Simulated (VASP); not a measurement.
A run of VASP 6.6.1 is set up as follows.

Contents of INCAR:

```
PREC = Accurate ; ENCUT = 520
EDIFF = 1E-6 ; ISMEAR = 0
SIGMA = 0.1 ; LREAL = Auto
LASPH = True ; NELM = 100
ALGO = Normal ; ISIF = 2
LWAVE = False ; LCHARG = True
GGA = PE ; LELF = True
LVHAR = True ; NBANDS = 68
```

The input KPOINTS:

```
regular mesh
0
Gamma
  1 1 1
```

POSCAR

```
Si2Mo
1.0
   -1.6084236874      4.8252710621     -3.9365099670
   -4.8252710621     -1.6084236874      3.9365099670
    4.8252710621      1.6084236874      3.9365099670
Si Mo
10 5
Direct
    0.0000000000      0.3350991367      0.3350991367
    0.8000000000      0.9350991367      0.5350991367
    0.4000000000      0.1350991367      0.9350991367
    0.6000000000      0.5350991367      0.7350991367
    0.2000000000      0.7350991367      0.1350991367
    0.0000000000      0.6649008633      0.6649008633
    0.8000000000      0.2649008633      0.8649008633
    0.4000000000      0.4649008633      0.2649008633
    0.6000000000      0.8649008633      0.0649008633
    0.2000000000      0.0649008633      0.4649008633
    0.2000000000      0.4000000000      0.8000000000
    0.0000000000      0.0000000000      0.0000000000
    0.6000000000      0.2000000000      0.4000000000
    0.8000000000      0.6000000000      0.2000000000
    0.4000000000      0.8000000000      0.6000000000
```

Potentials or basis: VASP PAW PBE potentials, release 64 (Si, Mo_sv).

Run with:

```console
$ cat potpaw_PBE.64/Si/POTCAR potpaw_PBE.64/Mo_sv/POTCAR > POTCAR
$ mpirun -np 1 vasp_gam > vasp.out
```

What does it give for the band gap on the k mesh?

0.79 eV.

Estimate the pressure.

3.3 GPa.

What does it give for the largest force?

0.585 eV/Å.

Stress tensor (GPa, compression positive):
```
 6.88  0.00  0.00
 0.00  6.88  0.00
 0.00  0.00 -3.98
```

Caveat: the k points lie up to 1.24 Å⁻¹ apart. A k mesh can miss the band edges.
